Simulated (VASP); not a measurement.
Wanted: the native input for a VASP 6.6.1 run.

- Task: single point
- Functional: PBE
- Potentials or basis: VASP PAW PBE potentials, release 64 (Ti_sv)
- Cutoff: 520 eV
- k mesh: 12 × 12 × 7
- Occupations: methfessel-paxton, width 0.1 eV
- Spin: no spin polarisation
- Dipole correction: no
- Further INCAR settings: ALGO = Normal; EDIFF = 1e-06; NBANDS = 19

The structure of Ti lies in POSCAR:

```
Ti
1.0
    2.9390756844      0.0000000000      0.0000000000
   -1.4695378422      2.5453142064      0.0000000000
    0.0000000000      0.0000000000      4.6559893251
Ti
2
Direct
    0.3333333333      0.6666666667      0.2500000000
    0.6666666667      0.3333333333      0.7500000000
```

These files were run (other wordings do the same):

INCAR

```
SYSTEM = Ti
PREC = Accurate
ENCUT = 520
EDIFF = 1E-6
ISMEAR = 1
SIGMA = 0.1
LREAL = .FALSE.
LASPH = .TRUE.
NELM = 80
ALGO = Normal
ISIF = 2
LWAVE = .FALSE.
LCHARG = .FALSE.
GGA = PE
NBANDS = 19
```

KPOINTS

```
Automatic mesh
0
G
  12 12 7
  0 0 0
```

Potentials or basis: VASP PAW PBE potentials, release 64 (Ti_sv).

The run is started by

```bash
$ cat potpaw_PBE.64/Ti_sv/POTCAR > POTCAR
$ mpirun -np 1 vasp_std > vasp.out
```

Results of the run:

* Pressure: -0.4 GPa
* Band gap on the k mesh: zero (band 12 reaches 9.08 eV, above the bottom of band 13 at 8.01 eV)

Run time: 56 s on 1 thread of Intel(R) Xeon(R) Platinum 8175M CPU @ 2.50GHz (Skylake/Cascade Lake) (shared host), peak memory 0.17 GiB.
